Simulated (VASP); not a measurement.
# Be (Im-3m) in VASP: density of states with PBE

Aim: the density of states of Be with PBE.

All numbers are computed with VASP 6.6.1; they aren't measurements. Logs are shortened: lines on timing, memory, paths and dates and some standing lists are left out, and cuts for length are marked.

**1. The cell of the first run**

It takes space group Im-3m (No. 229, cubic). The conventional cell has a = 2.500 Å, b = 2.500 Å, c = 2.500 Å, α = 90.00°, β = 90.00°, γ = 90.00°. Within 2.9 Å of Be (site symmetry m-3m) lie 14 Be at 2.17 to 2.50 Å.

**2. Density of states, PBE**

POSCAR reads:

```
Be
1.0
   -1.2501447108      1.2501447108      1.2501447108
    1.2501447108     -1.2501447108      1.2501447108
    1.2501447108      1.2501447108     -1.2501447108
Be
1
Direct
    0.0000000000      0.0000000000      0.0000000000
```

INCAR.step1 reads:

```
PREC = Accurate ; ENCUT = 520
EDIFF = 1E-6 ; ISMEAR = -1
SIGMA = 0.08 ; LREAL = False
LASPH = True ; NELM = 60
ALGO = Normal ; ISIF = 2
LWAVE = False ; LCHARG = True
GGA = PE ; NBANDS = 7
```

KPOINTS.step1 reads:

```
Automatic mesh
0
Gamma
  21 21 21
```

INCAR.step2 reads:

```
PREC = Accurate ; ENCUT = 520
EDIFF = 1E-6 ; ISMEAR = -5
SIGMA = 0.08 ; LREAL = False
LASPH = True ; NELM = 60
ALGO = Normal ; ISIF = 2
LWAVE = False ; LCHARG = False
GGA = PE ; LORBIT = 10
NBANDS = 7 ; NEDOS = 2001
ICHARG = 11
```

KPOINTS.step2 reads:

```
Automatic mesh
0
Gamma
  32 32 32
```

Potentials or basis: VASP PAW PBE potentials, release 64 (Be).

Launch:

```bash
$ cat potpaw_PBE.64/Be/POTCAR > POTCAR
$ cp INCAR.step1 INCAR
$ cp KPOINTS.step1 KPOINTS
$ mpirun -np 1 vasp_std > vasp.out
$ cp INCAR.step2 INCAR
$ cp KPOINTS.step2 KPOINTS
$ mpirun -np 1 vasp_std > vasp.out
```

OUTCAR:

```text
PREC = Accurate
   ENCUT = 520
   EDIFF = 1E-6
   ISMEAR = -5
   LREAL = False
   LASPH = True
   NELM = 60
   ISIF = 2
   GGA = PE
   LORBIT = 10
   ICHARG = 11

 ion  position               nearest neighbor table
   1  0.000  0.000  0.000-

  LATTYP: Found a body centered cubic cell.
 ALAT       =     2.5002894216

  Lattice vectors:

 A1 = (  -1.2501447108,   1.2501447108,   1.2501447108)
 A2 = (   1.2501447108,  -1.2501447108,   1.2501447108)
 A3 = (   1.2501447108,   1.2501447108,  -1.2501447108)

Analysis of symmetry for initial positions (statically):
=====================================================================
 Subroutine PRICEL returns:
 Original cell was already a primitive cell.

 Routine SETGRP: Setting up the symmetry group for a
 body centered cubic supercell.

 Subroutine GETGRP returns: Found 48 space group operations
 (whereof 48 operations were pure point group operations)
 out of a pool of 48 trial point group operations.

The static configuration has the point symmetry O_h .

Analysis of symmetry for dynamics (positions and initial velocities):
=====================================================================
 Subroutine PRICEL returns:
 Original cell was already a primitive cell.

 Routine SETGRP: Setting up the symmetry group for a
 body centered cubic supercell.

 Subroutine GETGRP returns: Found 48 space group operations
 (whereof 48 operations were pure point group operations)
 out of a pool of 48 trial point group operations.

The dynamic configuration has the point symmetry O_h .

 Subroutine INISYM returns: Found 48 space group operations
 (whereof 48 operations are pure point group operations),
 and found     1 'primitive' translations

----------------------------------------------------------------------------------------

                                     Primitive cell

  volume of cell :       7.8152

  direct lattice vectors                    reciprocal lattice vectors
    -1.250144711  1.250144711  1.250144711     0.000000000  0.399953698  0.399953698
     1.250144711 -1.250144711  1.250144711     0.399953698  0.000000000  0.399953698
     1.250144711  1.250144711 -1.250144711     0.399953698  0.399953698  0.000000000

  length of vectors
     2.165314156  2.165314156  2.165314156     0.565619944  0.565619944  0.565619944

  position of ions in fractional coordinates (direct lattice)
     0.000000000  0.000000000  0.000000000

  ion indices of the primitive-cell ions
   primitive index   ion index
                 1           1

----------------------------------------------------------------------------------------

 KPOINTS: Automatic mesh

Automatic generation of k-mesh.
 Grid dimensions read from file:
 generate k-points for:   32   32   32

 Generating k-lattice:

  Cartesian coordinates                     Fractional coordinates (reciprocal lattice)
     0.000000000  0.012498553  0.012498553     0.031250000  0.000000000  0.000000000
     0.012498553  0.000000000  0.012498553     0.000000000  0.031250000  0.000000000
     0.012498553  0.012498553  0.000000000     0.000000000  0.000000000  0.031250000

  Length of vectors
     0.017675623  0.017675623  0.017675623

  Shift w.r.t. Gamma in fractional coordinates (k-lattice)
     0.000000000  0.000000000  0.000000000

 TETIRR: Found  39615 inequivalent tetrahedra from   196608

 Subroutine IBZKPT returns following result:
 ===========================================

 Found    897 irreducible k-points:

 Following reciprocal coordinates:
            Coordinates               Weight
  0.000000  0.000000  0.000000      1.000000
  0.031250  0.000000  0.000000     12.000000
  0.062500  0.000000  0.000000     12.000000
  0.093750  0.000000  0.000000     12.000000
  0.125000  0.000000  0.000000     12.000000
  0.156250  0.000000  0.000000     12.000000
[... 16 lines left out ...]
  0.187500  0.031250  0.000000     48.000000
  0.218750  0.031250 -0.000000     48.000000
 [... further k-points ...]
   k-points           NKPTS =    897   k-points in BZ     NKDIM =    897   number of bands    NBANDS=      7
   number of dos      NEDOS =   2001   number of ions     NIONS =      1
   total plane-waves  NPLWV =   4096
   dimension x,y,z NGX =    16 NGY =   16 NGZ =   16
   dimension x,y,z NGXF=    32 NGYF=   32 NGZF=   32
   ions per type =               1
   NGX,Y,Z   is equivalent  to a cutoff of  12.28, 12.28, 12.28 a.u.
   NGXF,Y,Z  is equivalent  to a cutoff of  24.57, 24.57, 24.57 a.u.
 SYSTEM =  unknown system
   PREC   = accura    normal or accurate (medium, high low for compatibility)
   ISTART =      0    job   : 0-new  1-cont  2-samecut
   ICHARG =     11    charge: 1-file 2-atom 10-const
   ISPIN  =      1    spin polarized calculation?
   LNONCOLLINEAR =      F non collinear calculations
   LSORBIT =      F    spin-orbit coupling
   LASPH  =      T    aspherical Exc in radial PAW
   ENCUT  =  520.0 eV  38.22 Ry    6.18 a.u.   4.03  4.03  4.03*2*pi/ulx,y,z
   NELM   =     60;   NELMIN=  2; NELMDL=  0     # of ELM steps
   EDIFF  = 0.1E-05   stopping-criterion for ELM
   LREAL  =      F    real-space projection
   EDIFFG = 0.1E-04   stopping-criterion for IOM
   NSW    =      0    number of steps for IOM
   IBRION =     -1    ionic relax: 0-MD 1-quasi-New 2-CG
   NFREE  =      0    steps in history (QN), initial steepest desc. (CG)
   ISIF   =      2    stress and relaxation
   ISYM   =      2    0-nonsym 1-usesym 2-fastsym
   POTIM  = 0.5000    time-step for ionic-motion
   TEBEG  =    0.0;   TEEND  =   0.0 temperature during run
   PSTRESS=    0.0 pullay stress
   NELECT =       2.0000    total number of electrons
   NUPDOWN=      -1.0000    fix difference up-down
   EMIN   =  10.00;   EMAX   =-10.00  energy-range for DOS
   EFERMI =   0.00;   METHOD = LEGACY
   ISMEAR =    -5;   SIGMA  =   0.08  broadening in eV -4-tet -1-fermi 0-gaus
   EFERMI_NEDOS =   21; number of points for ismear=-14 and -15
   IALGO  =     38    algorithm
   IMIX   =      4    mixing-type and parameters
     AMIX     =   0.40;   BMIX     =  1.00
     AMIX_MAG =   1.60;   BMIX_MAG =  1.00
  volume/ion in A,a.u.               =       7.82        52.74
  Fermi-wavevector in a.u.,A,eV,Ry     =   1.039372  1.964129 14.698308  1.080295
  Thomas-Fermi vector in A             =   2.173900
   LORBIT       =     10    0 simple, 1 ext, 2 COOP (PROOUT), +10 PAW based schemes
   GGA     = PE    functional components
   LHFCALC =     F    Hartree Fock is set to
   AEXX    =    0.0000 exact exchange contribution
   IVDW    =     0    specifies the selected vdW correction
   LEPSILON=     F    determine dielectric tensor
   LRPA    =     F    only Hartree local field effects (RPA)
 non-spin polarized calculation
 Fermi weights with tetrahedron method with Bloechl corrections
  energy-cutoff  :      520.00
  volume of cell :        7.82
 maximum number of plane-waves:       236

 number of electron       2.0000000 magnetization

 Free energy of the ion-electron system (eV)
  ---------------------------------------------------
  ext. energy  EPLUGINS =         0.00000000
  ---------------------------------------------------
  free energy    TOTEN  =        -3.66697752 eV

  energy without entropy =       -3.66697752  energy(sigma->0) =       -3.66697752

 E-fermi :   8.0387     XC(G=0): -10.6503

 val. band max:        8.0621522276   @ k =   0.5000   0.5000   0.3438
 cond. band min:       7.9867668554   @ k =  -0.4062  -0.4062   0.2187
 fundamental gap:     -0.0753853722
 Fermi energy:         8.0386724609

 k-point     1 :       0.0000    0.0000    0.0000
  band No.  band energies     occupation
      1      -4.2955      2.00000
      2      27.4384      0.00000
      3      27.4384      0.00000
      4      27.4384      0.00000
      5      38.8230      0.00000
      6      38.8230      0.00000
      7      38.8230      0.00000

 k-point     2 :       0.0312    0.0000    0.0000
  band No.  band energies     occupation
      1      -4.2611      2.00000
      2      27.2699      0.00000
      3      27.2930      0.00000
      4      27.3977      0.00000
      5      38.3112      0.00000
      6      38.3471      0.00000
      7      39.0589      0.00000

 k-point     3 :       0.0625    0.0000    0.0000
  band No.  band energies     occupation
      1      -4.1580      2.00000
      2      26.7547      0.00000
      3      26.8907      0.00000
      4      27.2766      0.00000
      5      37.0536      0.00000
      6      37.2782      0.00000
      7      39.7367      0.00000

 k-point     4 :       0.0937    0.0000    0.0000
  band No.  band energies     occupation
      1      -3.9860      2.00000
      2      25.8818      0.00000
      3      26.3089      0.00000
      4      27.0786      0.00000
      5      35.7717      0.00000
      6      36.1528      0.00000
      7      39.5271      0.00000

 k-point     5 :       0.1250    0.0000    0.0000
  band No.  band energies     occupation
      1      -3.7452      2.00000
      2      24.6757      0.00000
      3      25.6270      0.00000
      4      26.8111      0.00000
      5      34.7986      0.00000
      6      35.0551      0.00000
      7      39.1690      0.00000

 k-point     6 :       0.1562    0.0000    0.0000
  band No.  band energies     occupation
      1      -3.4356      2.00000
      2      23.2119      0.00000
      3      24.9060      0.00000
      4      26.4862      0.00000
      5      34.0217      0.00000
      6      34.1424      0.00000
      7      39.0030      0.00000

 k-point     7 :       0.1875    0.0000    0.0000
  band No.  band energies     occupation
      1      -3.0575      2.00000
      2      21.5875      0.00000
      3      24.1876      0.00000
      4      26.1199      0.00000
      5      33.0666      0.00000
      6      33.7413      0.00000
      7      39.0204      0.00000
[... 121 lines left out ...]
 k-point    20 :       0.0938    0.0313   -0.0000
  band No.  band energies     occupation
      1      -3.8484      2.00000
      2      25.2785      0.00000
      3      25.8731      0.00000
      4      26.8274      0.00000
      5      35.1537      0.00000
      6      35.5458      0.00000
      7      39.2017      0.00000

 k-point    21 :       0.1250    0.0312    0.0000
  band No.  band energies     occupation
      1      -3.5732      2.00000
      2      23.9631      0.00000
      3      25.1418      0.00000
      4      26.5065      0.00000
      5      34.3786      0.00000
      6      34.5815      0.00000
      7      39.0343      0.00000

 k-point    22 :       0.1562    0.0312    0.0000
  band No.  band energies     occupation
      1      -3.2292      2.00000
      2      22.4185      0.00000
      3      24.4124      0.00000
      4      26.1338      0.00000
      5      33.6667      0.00000
      6      33.8869      0.00000
      7      38.9951      0.00000

 k-point    23 :       0.1875    0.0312    0.0000
  band No.  band energies     occupation
      1      -2.8168      2.00000
      2      20.7514      0.00000
      3      23.7076      0.00000
      4      25.7282      0.00000
      5      32.8270      0.00000
      6      33.5996      0.00000
      7      39.1109      0.00000

 k-point    24 :       0.2188    0.0313   -0.0000
  band No.  band energies     occupation
      1      -2.3369      2.00000
      2      19.0399      0.00000
      3      23.0449      0.00000
      4      25.3095      0.00000
      5      32.0583      0.00000
      6      33.4717      0.00000
      7      39.3795      0.00000

 [... further k-points ...]

------------------------ aborting loop because EDIFF is reached ----------------------------------------

  FORCE on cell =-STRESS in cart. coord.  units (eV):
  Direction    XX          YY          ZZ          XY          YZ          ZX
  --------------------------------------------------------------------------------------
  -------------------------------------------------------------------------------------
  Total        0.0075134      0.0075134      0.0075134     -0.0000000     -0.0000000     -0.0000000
  in kB        1.5402972      1.5402972      1.5402972     -0.0000000     -0.0000000     -0.0000000
  external PRESSURE =       1.5402972 kB  Pullay stress =       0.0000000 kB

 VOLUME and BASIS-vectors are now :
 -----------------------------------------------------------------------------
  energy-cutoff  :      520.00
  volume of cell :        7.82
      direct lattice vectors                 reciprocal lattice vectors
    -1.250144711  1.250144711  1.250144711     0.000000000  0.399953698  0.399953698
     1.250144711 -1.250144711  1.250144711     0.399953698  0.000000000  0.399953698
     1.250144711  1.250144711 -1.250144711     0.399953698  0.399953698  0.000000000

 POSITION                                       TOTAL-FORCE (eV/Angst)
 -----------------------------------------------------------------------------------
      0.00000      0.00000      0.00000         0.000000      0.000000      0.000000
 -----------------------------------------------------------------------------------
    total drift:                                0.000000      0.000000      0.000000

  FREE ENERGIE OF THE ION-ELECTRON SYSTEM (eV)
  ---------------------------------------------------
  free  energy   TOTEN  =        -3.6669775202 eV

  energy  without entropy=       -3.6669775202  energy(sigma->0) =       -3.66697752

 total charge

# of ion       s       p       d       tot
------------------------------------------
    1        0.392   0.782   0.000   1.174
```

It took 26 s on 1 thread of Intel Xeon Platinum 8375C at 2.90GHz (Ice Lake), shared host; peak memory 0.2 GiB.

What came out:

* Valence electrons inside the program's atomic spheres: Be 1.17

Levels at points of the mesh, in eV from the Fermi level:
```tsv
k point	band 1	band 2	band 3	band 4
(0.00, 0.00, 0.00)	-12.33	19.40	19.40	19.40
(0.50, 0.00, 0.00)	-5.30	0.34	12.26	15.47
(0.50, 0.50, 0.50)	3.93	3.93	3.93	9.78
```

Caveat: tetrahedron occupations give inexact forces and stress in metals.
